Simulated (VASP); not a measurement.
BN: G0W0 quasiparticle levels with LDA

Crystal: BN.

```
B N
1.0
     0.00000    1.80483    1.80483
     1.80483    0.00000    1.80483
     1.80483    1.80483    0.00000
B N
1 1
Direct
  0.00000 0.00000 0.00000
  0.25000 0.25000 0.25000
```

| Property | Result |
| --- | --- |
| Program | VASP 6.6.1 |
| Task | G0W0 quasiparticle levels |
| Functional | LDA |
| Potentials or basis | VASP PAW LDA potentials, release 64 (B_GW, N_GW) |
| Cutoff | 500 eV |
| k mesh | 4 × 4 × 4 |
| Occupations | gaussian, width 0.01 eV |
| Spin | no spin polarisation |
| Dipole correction | no |
| GW scheme | G0W0 |
| GW iterations | 1 |
| Cutoff of the response function | 80 |
| Frequency points | 48 |
| Empty bands | 60 |
| Further INCAR settings | ALGO = EVGW0; EDIFF = 1e-08; NBANDS = 64 |

```json
{
  "Band gap on the k mesh, mean-field level": "4.33 eV, indirect (least direct gap 8.68 eV)",
  "Quasiparticle gap": "5.55 eV",
  "Least direct quasiparticle gap": "10.67 eV"
}
```

Levels at points of the mesh, in eV from the valence-band top:
```csv
k point,band 1,band 2,band 3,band 4,band 5,band 6,band 7,band 8
"(0.00, 0.00, 0.00)",-20.13,0.00,0.00,0.00,8.68,8.68,8.68,10.50
"(0.50, 0.00, 0.00)",-15.82,-10.77,-1.96,-1.96,10.25,10.57,10.57,15.06
"(0.50, 0.50, 0.00)",-14.44,-8.93,-4.96,-4.96,4.33,9.15,17.77,17.77
```

Run time: 14 s on 1 thread of AMD EPYC 9R45 96-Core Processor (Zen 5) (shared host), peak memory 0.1 GiB.

Caveat: the k points lie up to 0.75 Å⁻¹ apart; bands, screening cutoff and mesh are small and nothing is extrapolated, so the quasiparticle values aren't converged. A k mesh can miss the band edges.
